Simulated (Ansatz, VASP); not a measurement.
**Rb in VASP and in Ansatz**

```
CELL_PARAMETERS angstrom
5.03708 0.00000 0.00000
-2.51854 4.36224 0.00000
0.00000 0.00000 16.61796
ATOMIC_POSITIONS crystal
Rb 0.00000 0.00000 0.00000
Rb 0.00000 0.00000 0.50000
Rb 0.33333 0.66667 0.25000
Rb 0.66667 0.33333 0.75000
```

Alike in both runs: task single point; functional PBE; k mesh 8 × 8 × 3; occupations fermi-dirac, width 0.1 eV; no spin polarisation.

|  | VASP | Ansatz |
| --- | --- | --- |
| version | VASP 6.6.1 | Ansatz 0.2.0 |
| potentials or method | VASP PAW PBE potentials, release 64 (Rb_sv), cutoff 500 eV | plane waves (420 eV) with PAW, scalar-relativistic |
| valence electrons in the cell | 36 | 36 |

```csv
,VASP,Ansatz,Ansatz less VASP
pressure (GPa),0.0,0.0,0.00
"traceless stress, the component that is largest in VASP (GPa)",-0.05,-0.05,0.000
```
